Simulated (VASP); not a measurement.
# Pb (Im-3m) in VASP: a series of runs

Pb is run at these levels: LDA; tasks: single point.

All numbers are computed with VASP 6.6.1; they aren't measurements. Logs are shortened: lines on timing, memory, paths and dates and some standing lists are left out, and cuts for length are marked.

### 1 The cell of the first run

The structure is cubic, space group Im-3m (No. 229). Conventional cell: a = 3.258 Å, b = 3.258 Å, c = 3.258 Å, α = 90.00°, β = 90.00°, γ = 90.00°. Within 3.7 Å of Pb (site symmetry m-3m) lie 14 Pb at 2.82 to 3.26 Å.

### 2 Single point, LDA (volume scaled by 0.6)

Contents of INCAR:

```
PREC     = Accurate       # precision mode
ENCUT    = 520            # plane-wave cutoff, eV
EDIFF    = 1E-7           # SCF threshold, eV
ISMEAR   = -1             # smearing method
SIGMA    = 0.05           # smearing width, eV
LREAL    = F              # projectors in reciprocal space
LASPH    = T              # aspherical terms in the spheres
NELM     = 80             # most SCF steps
ALGO     = Normal         # electronic algorithm
ISIF     = 2              # what is computed and relaxed
LWAVE    = F              # write WAVECAR
LCHARG   = T              # write CHGCAR
LELF     = T              # ELF
LVHAR    = T            
NBANDS   = 13             # bands
```

Contents of KPOINTS:

```
regular mesh
0
Gamma
  14 14 14
```

Contents of POSCAR:

```
Pb
1.0
   -1.6290043113      1.6290043113      1.6290043113
    1.6290043113     -1.6290043113      1.6290043113
    1.6290043113      1.6290043113     -1.6290043113
Pb
1
Direct
    0.0000000000      0.0000000000      0.0000000000
```

Potentials or basis: VASP PAW LDA potentials, release 64 (Pb_d).

Started as:

```bash
> cat potpaw_LDA.64/Pb_d/POTCAR > POTCAR
> mpirun -np 1 vasp_std > vasp.out
```

OUTCAR:

```text
PREC = Accurate
   ENCUT = 520
   EDIFF = 1E-7
   ISMEAR = -1
   LREAL = F
   LASPH = T
   NELM = 80
   ISIF = 2

 ion  position               nearest neighbor table
   1  0.000  0.000  0.000-

  LATTYP: Found a body centered cubic cell.
 ALAT       =     3.2580086226

  Lattice vectors:

 A1 = (  -1.6290043113,   1.6290043113,   1.6290043113)
 A2 = (   1.6290043113,  -1.6290043113,   1.6290043113)
 A3 = (   1.6290043113,   1.6290043113,  -1.6290043113)

Analysis of symmetry for initial positions (statically):
=====================================================================
 Subroutine PRICEL returns:
 Original cell was already a primitive cell.

 Routine SETGRP: Setting up the symmetry group for a
 body centered cubic supercell.

 Subroutine GETGRP returns: Found 48 space group operations
 (whereof 48 operations were pure point group operations)
 out of a pool of 48 trial point group operations.

The static configuration has the point symmetry O_h .

Analysis of symmetry for dynamics (positions and initial velocities):
=====================================================================
 Subroutine PRICEL returns:
 Original cell was already a primitive cell.

 Routine SETGRP: Setting up the symmetry group for a
 body centered cubic supercell.

 Subroutine GETGRP returns: Found 48 space group operations
 (whereof 48 operations were pure point group operations)
 out of a pool of 48 trial point group operations.

The dynamic configuration has the point symmetry O_h .

 Subroutine INISYM returns: Found 48 space group operations
 (whereof 48 operations are pure point group operations),
 and found     1 'primitive' translations

----------------------------------------------------------------------------------------

                                     Primitive cell

  volume of cell :      17.2913

  direct lattice vectors                    reciprocal lattice vectors
    -1.629004311  1.629004311  1.629004311     0.000000000  0.306935959  0.306935959
     1.629004311 -1.629004311  1.629004311     0.306935959  0.000000000  0.306935959
     1.629004311  1.629004311 -1.629004311     0.306935959  0.306935959  0.000000000

  length of vectors
     2.821518233  2.821518233  2.821518233     0.434072996  0.434072996  0.434072996

  position of ions in fractional coordinates (direct lattice)
     0.000000000  0.000000000  0.000000000

  ion indices of the primitive-cell ions
   primitive index   ion index
                 1           1

----------------------------------------------------------------------------------------

[... 80 lines left out ...]
   NELECT =      14.0000    total number of electrons
   NUPDOWN=      -1.0000    fix difference up-down
   EMIN   =  10.00;   EMAX   =-10.00  energy-range for DOS
   EFERMI =   0.00;   METHOD = LEGACY
   ISMEAR =    -1;   SIGMA  =   0.05  broadening in eV -4-tet -1-fermi 0-gaus
   EFERMI_NEDOS =   21; number of points for ismear=-14 and -15
   IALGO  =     38    algorithm
   IMIX   =      4    mixing-type and parameters
     AMIX     =   0.40;   BMIX     =  1.00
     AMIX_MAG =   1.60;   BMIX_MAG =  1.00
  volume/ion in A,a.u.               =      17.29       116.69
  Fermi-wavevector in a.u.,A,eV,Ry     =   1.525839  2.883417 31.676861  2.328184
  Thomas-Fermi vector in A             =   2.633954
   LORBIT       =      0    0 simple, 1 ext, 2 COOP (PROOUT), +10 PAW based schemes
   GGA     = CA    functional components
   LHFCALC =     F    Hartree Fock is set to
   AEXX    =    0.0000 exact exchange contribution
   IVDW    =     0    specifies the selected vdW correction
   LEPSILON=     F    determine dielectric tensor
   LRPA    =     F    only Hartree local field effects (RPA)
 non-spin polarized calculation
  energy-cutoff  :      520.00
  volume of cell :       17.29
 maximum number of plane-waves:       476
 NGX is ok and might be reduce to    24
   NGX = 11   NGY = 11   NGZ = 11

 number of electron      14.0000001 magnetization

 Free energy of the ion-electron system (eV)
  ---------------------------------------------------
  ext. energy  EPLUGINS =         0.00000000
  ---------------------------------------------------
  free energy    TOTEN  =        -2.13232972 eV

  energy without entropy =       -2.13050799  energy(sigma->0) =       -2.13141885

 E-fermi :  15.7943     XC(G=0): -13.4434

 val. band max:       15.7494336868   @ k =  -0.3571   0.3571   0.2857
 cond. band min:      15.8790713258   @ k =  -0.2857   0.3571   0.1429
 fundamental gap:      0.1296376390
 Fermi energy:        15.7942878278

 k-point     1 :       0.0000    0.0000    0.0000
  band No.  band energies     occupation
      1      -2.9532      2.00000
      2      -2.9532      2.00000
      3      -2.9532      2.00000
      4      -1.9429      2.00000
      5      -1.9429      2.00000
      6      -1.6384      2.00000
      7      26.6569      0.00000
      8      26.6569      0.00000
      9      26.6569      0.00000
     10      29.7219      0.00000
     11      29.7219      0.00000
     12      29.7219      0.00000
     13      33.4459      0.00000
[... 354 lines left out ...]
  band No.  band energies     occupation
      1      -3.3213      2.00000
      2      -2.6726      2.00000
      3      -2.3877      2.00000
      4      -1.9233      2.00000
      5      -1.7731      2.00000
      6       8.4134      2.00000
      7      10.8929      2.00000
      8      13.0503      2.00000
      9      21.4991      0.00000
     10      29.2727      0.00000
     11      30.1849      0.00000
     12      33.8167      0.00000
     13      36.5674      0.00000

 [... further k-points ...]

------------------------ aborting loop because EDIFF is reached ----------------------------------------

  FORCE on cell =-STRESS in cart. coord.  units (eV):
  Direction    XX          YY          ZZ          XY          YZ          ZX
  --------------------------------------------------------------------------------------
  -------------------------------------------------------------------------------------
  Total       10.2778712     10.2778712     10.2778712     -0.0000000      0.0000000     -0.0000000
  in kB      952.3291095    952.3291095    952.3291095     -0.0000000      0.0000000     -0.0000000
  external PRESSURE =     952.3291095 kB  Pullay stress =       0.0000000 kB

 VOLUME and BASIS-vectors are now :
 -----------------------------------------------------------------------------
  energy-cutoff  :      520.00
  volume of cell :       17.29
      direct lattice vectors                 reciprocal lattice vectors
    -1.629004311  1.629004311  1.629004311     0.000000000  0.306935959  0.306935959
     1.629004311 -1.629004311  1.629004311     0.306935959  0.000000000  0.306935959
     1.629004311  1.629004311 -1.629004311     0.306935959  0.306935959  0.000000000

 POSITION                                       TOTAL-FORCE (eV/Angst)
 -----------------------------------------------------------------------------------
      0.00000      0.00000      0.00000        -0.000000      0.000000     -0.000000
 -----------------------------------------------------------------------------------
    total drift:                               -0.000000      0.000000      0.000000

  FREE ENERGIE OF THE ION-ELECTRON SYSTEM (eV)
  ---------------------------------------------------
  free  energy   TOTEN  =        -2.1323297156 eV

  energy  without entropy=       -2.1305079937  energy(sigma->0) =       -2.13141885
```

OSZICAR:

```text
N       E                     dE             d eps       ncg     rms          rms(c)
DAV:   1     0.104829469652E+03    0.10483E+03   -0.72712E+03  2818   0.149E+03
DAV:   2     0.194126151348E+01   -0.10289E+03   -0.99122E+02  2874   0.337E+02
DAV:   3    -0.215485882732E+01   -0.40961E+01   -0.40790E+01  3403   0.721E+01
DAV:   4    -0.222842418789E+01   -0.73565E-01   -0.73546E-01  3074   0.910E+00
DAV:   5    -0.223095837552E+01   -0.25342E-02   -0.25341E-02  3733   0.164E+00    0.176E+00
DAV:   6    -0.216343604018E+01    0.67522E-01   -0.36859E-02  3825   0.464E+00    0.876E-01
DAV:   7    -0.213431308698E+01    0.29123E-01   -0.20795E-02  4316   0.309E+00    0.130E-01
DAV:   8    -0.213232701639E+01    0.19861E-02   -0.11638E-03  3607   0.641E-01    0.124E-02
DAV:   9    -0.213232949165E+01   -0.24753E-05   -0.20391E-05  3759   0.687E-02    0.835E-03
DAV:  10    -0.213232972654E+01   -0.23489E-06   -0.77476E-07  3699   0.915E-03    0.476E-04
DAV:  11    -0.213232971563E+01    0.10909E-07   -0.14059E-08  2147   0.249E-03
   1 F= -.21323297E+01 E0= -.21314189E+01  d E =-.182172E-02
```

stdout:

```text
POSCAR found type information on POSCAR Pb
 POSCAR found :  1 types and       1 ions
 scaLAPACK will be used
 LDA part: xc-table for (Slater(with rela. corr.)+CA(PZ))
 , standard interpolation
 POSCAR, INCAR and KPOINTS ok, starting setup
 FFT: planning ... GRIDC
 FFT: planning ... GRID_SOFT
 FFT: planning ... GRID
 WAVECAR not read
 entering main loop
```

It took 29 s on 1 thread of AMD EPYC 7R43 (Zen 3), shared host; peak memory 0.11 GiB.

Results:

```yaml
Free_energy: -2.1323 eV
Pressure: 95.2 GPa
Band_gap_on_the_k_mesh: zero (band 7 reaches 26.66 eV, above the bottom of band 8 at 11.86 eV)
```

Caveat: spin-orbit coupling is left out, which moves the levels of the heavy elements.

### 3 Single point, LDA (volume scaled by 0.7)

Contents of INCAR:

```
PREC = Accurate
ENCUT = 520
EDIFF = 1E-7
ISMEAR = -1
SIGMA = 0.05
LREAL = False
LASPH = True
NELM = 60
ALGO = Normal
ISIF = 2
LWAVE = False
LCHARG = False
GGA = CA
NBANDS = 13
```

KPOINTS is that of step 2.

Contents of POSCAR:

```
Pb
1.0
   -1.7148961694      1.7148961694      1.7148961694
    1.7148961694     -1.7148961694      1.7148961694
    1.7148961694      1.7148961694     -1.7148961694
Pb
1
Direct
    0.0000000000      0.0000000000      0.0000000000
```

Potentials or basis: VASP PAW LDA potentials, release 64 (Pb_d).

Started as:

```bash
> cat potpaw_LDA.64/Pb_d/POTCAR > POTCAR
> mpirun -np 1 vasp_std > vasp.out
```

OUTCAR:

```text
PREC = Accurate
   ENCUT = 520
   EDIFF = 1E-7
   ISMEAR = -1
   LREAL = False
   LASPH = True
   NELM = 60
   ISIF = 2
   GGA = CA

 ion  position               nearest neighbor table
   1  0.000  0.000  0.000-

  LATTYP: Found a body centered cubic cell.
 ALAT       =     3.4297923388

  Lattice vectors:

 A1 = (  -1.7148961694,   1.7148961694,   1.7148961694)
 A2 = (   1.7148961694,  -1.7148961694,   1.7148961694)
[... 561 lines left out ...]
     11      26.8154      0.00000
     12      28.5981      0.00000
     13      32.3040      0.00000

 [... further k-points ...]

------------------------ aborting loop because EDIFF is reached ----------------------------------------

  FORCE on cell =-STRESS in cart. coord.  units (eV):
  Direction    XX          YY          ZZ          XY          YZ          ZX
  --------------------------------------------------------------------------------------
  -------------------------------------------------------------------------------------
  Total        5.7201116      5.7201116      5.7201116      0.0000000      0.0000000      0.0000000
  in kB      454.2988137    454.2988137    454.2988137      0.0000000      0.0000000      0.0000000
  external PRESSURE =     454.2988137 kB  Pullay stress =       0.0000000 kB

 VOLUME and BASIS-vectors are now :
 -----------------------------------------------------------------------------
  energy-cutoff  :      520.00
  volume of cell :       20.17
      direct lattice vectors                 reciprocal lattice vectors
    -1.714896169  1.714896169  1.714896169     0.000000000  0.291562841  0.291562841
     1.714896169 -1.714896169  1.714896169     0.291562841  0.000000000  0.291562841
     1.714896169  1.714896169 -1.714896169     0.291562841  0.291562841  0.000000000

 POSITION                                       TOTAL-FORCE (eV/Angst)
 -----------------------------------------------------------------------------------
      0.00000      0.00000      0.00000         0.000000     -0.000000     -0.000000
 -----------------------------------------------------------------------------------
    total drift:                               -0.000000      0.000000     -0.000000

  FREE ENERGIE OF THE ION-ELECTRON SYSTEM (eV)
  ---------------------------------------------------
  free  energy   TOTEN  =        -3.3443532345 eV

  energy  without entropy=       -3.3407690009  energy(sigma->0) =       -3.34256112
```

stdout:

```text
POSCAR found type information on POSCAR Pb
 POSCAR found :  1 types and       1 ions
 scaLAPACK will be used
 LDA part: xc-table for (Slater(with rela. corr.)+CA(PZ))
 , standard interpolation
 POSCAR, INCAR and KPOINTS ok, starting setup
 FFT: planning ... GRIDC
 FFT: planning ... GRID_SOFT
 FFT: planning ... GRID
 WAVECAR not read
 entering main loop
```

Run time: 24 s. Hardware: 1 thread of AMD EPYC 7R43 (Zen 3), shared host; peak memory 0.11 GiB.

Results:

```
Free energy            : -3.3444 eV
Pressure               : 45.4 GPa
Band gap on the k mesh : zero (band 7 reaches 24.05 eV, above the bottom of band 8 at 9.48 eV)
```

Caveat: spin-orbit coupling is left out, which moves the levels of the heavy elements.

### 4 Single point, LDA (volume scaled by 0.7)

Contents of INCAR:

```
SYSTEM = Pb
PREC = Accurate ; ENCUT = 520
EDIFF = 1E-7 ; ISMEAR = -1
SIGMA = 0.05 ; LREAL = .False.
LASPH = .True. ; NELM = 60
ALGO = Normal ; ISIF = 2
LWAVE = .False. ; LCHARG = .False.
NBANDS = 13
```

Contents of KPOINTS:

```
regular mesh
0
Gamma
  14 14 14
  0 0 0
```

POSCAR is that of step 3.

Started as:

```bash
> cat potpaw_LDA.64/Pb_d/POTCAR > POTCAR
> mpirun -np 1 vasp_std > vasp.out
```

Wall time 29 s (1 thread of AMD EPYC 7R43 (Zen 3), shared host); peak memory 0.11 GiB.

The run converged. Its results:

- Free energy: -3.3444 eV
- Pressure: 45.4 GPa
- Band gap on the k mesh: zero (band 7 reaches 24.05 eV, above the bottom of band 8 at 9.48 eV)

Levels at points of the mesh, in eV from the Fermi level:
```csv
k point,band 3,band 4,band 5,band 6,band 7,band 8,band 9,band 10,band 11,band 12
"(0.00, 0.00, 0.00)",-17.93,-17.22,-17.22,-15.40,11.30,11.30,11.30,11.97,11.97,11.97
"(0.50, 0.00, 0.00)",-17.27,-17.22,-16.76,-8.15,-6.49,4.80,5.99,10.60,11.38,16.31
"(0.50, 0.50, 0.50)",-16.88,-16.88,-16.88,-2.87,-1.06,-1.06,-1.06,5.40,5.40,17.88
```

Caveat: spin-orbit coupling is left out, which moves the levels of the heavy elements.

### 5 Single point, LDA (volume scaled by 0.8)

Contents of INCAR:

```
SYSTEM = Pb
ALGO = Normal
EDIFF = 1E-6
ENCUT = 520
ISIF = 2
ISMEAR = -1
LASPH = .TRUE.
LCHARG = .FALSE.
LREAL = .FALSE.
LWAVE = .FALSE.
NBANDS = 13
NELM = 100
PREC = Accurate
SIGMA = 0.05
```

Contents of KPOINTS:

```
k-points
0
G
  14 14 14
  0 0 0
```

Contents of POSCAR:

```
Pb
1.0
   -1.7929512414      1.7929512414      1.7929512414
    1.7929512414     -1.7929512414      1.7929512414
    1.7929512414      1.7929512414     -1.7929512414
Pb
1
Direct
    0.0000000000      0.0000000000      0.0000000000
```

Started as:

```bash
> cat potpaw_LDA.64/Pb_d/POTCAR > POTCAR
> mpirun -np 1 vasp_std > vasp.out
```

Run time: 28 s. Hardware: 1 thread of AMD EPYC 7R43 (Zen 3), shared host; peak memory 0.11 GiB.

Results (log left out):

```
Free energy            : -3.9154 eV
Pressure               : 20.5 GPa
Band gap on the k mesh : zero (band 7 reaches 20.94 eV, above the bottom of band 8 at 7.76 eV)
```

Levels at points of the mesh, in eV from the Fermi level:
```
           k point  band 3  band 4  band 5  band 6  band 7  band 8  band 9  band 10  band 11  band 12
(0.00, 0.00, 0.00)  -17.50  -16.99  -16.99  -13.98   10.37   10.37   10.37    11.39    11.39    11.39
(0.50, 0.00, 0.00)  -17.02  -16.99  -16.67   -8.05   -5.55    4.35    5.86     9.53    10.53    15.88
(0.50, 0.50, 0.50)  -16.75  -16.75  -16.75   -3.73   -0.77   -0.77   -0.77     5.11     5.11    17.51
```

Caveat: spin-orbit coupling is left out, which moves the levels of the heavy elements.

### 6 Single point, LDA (volume scaled by 0.8)

Contents of INCAR:

```
SYSTEM = Pb
  PREC = Accurate
  ENCUT = 520
  EDIFF = 1E-7
  ISMEAR = -1
  SIGMA = 0.05
  LREAL = .FALSE.
  LASPH = .TRUE.
  NELM = 60
  ALGO = Normal
  ISIF = 2
  LWAVE = .FALSE.
  LCHARG = .TRUE.
  GGA = CA
  LELF = .TRUE.
  LVHAR = .TRUE.
  NBANDS = 13
```

Contents of KPOINTS:

```
Automatic mesh
0
G
  14 14 14
  0 0 0
```

POSCAR is that of step 5.

Potentials or basis: VASP PAW LDA potentials, release 64 (Pb_d).

Started as:

```bash
> cat potpaw_LDA.64/Pb_d/POTCAR > POTCAR
> mpirun -np 1 vasp_std > vasp.out
```

Run time: 36 s. Hardware: 1 thread of AMD EPYC 7R43 (Zen 3), shared host; peak memory 0.11 GiB.

Results (log left out):

```
Free energy            : -3.9154 eV
Pressure               : 20.5 GPa
Band gap on the k mesh : zero (band 7 reaches 20.94 eV, above the bottom of band 8 at 7.76 eV)
```

Levels at points of the mesh, in eV from the Fermi level:
```tsv
k point	band 3	band 4	band 5	band 6	band 7	band 8	band 9	band 10	band 11	band 12
(0.00, 0.00, 0.00)	-17.50	-16.99	-16.99	-13.98	10.37	10.37	10.37	11.39	11.39	11.39
(0.50, 0.00, 0.00)	-17.02	-16.99	-16.67	-8.05	-5.55	4.35	5.86	9.53	10.53	15.88
(0.50, 0.50, 0.50)	-16.75	-16.75	-16.75	-3.73	-0.77	-0.77	-0.77	5.11	5.11	17.51
```

Caveat: spin-orbit coupling is left out, which moves the levels of the heavy elements.

### 7 Summary

| cell | gap on the mesh (eV) | pressure (GPa) |
| --- | --- | --- |
| a = 2.822 Å, angles 109.5°, 1 atom | none | 95.2 |
| a = 2.970 Å, angles 109.5°, 1 atom | none | 45.4 |
| a = 3.105 Å, angles 109.5°, 1 atom | none | 20.5 |

Alike in all rows: task single point; level LDA; potentials or basis VASP PAW LDA potentials, release 64 (Pb_d); no spin polarisation; k mesh 14 × 14 × 14; cutoff (eV) 520; smearing fermi-dirac 0.05 eV.

Caveats: spin-orbit coupling is left out, which moves the levels of the heavy elements.

Total energies depend on the potentials used, so only differences within one code and one set of settings carry meaning.
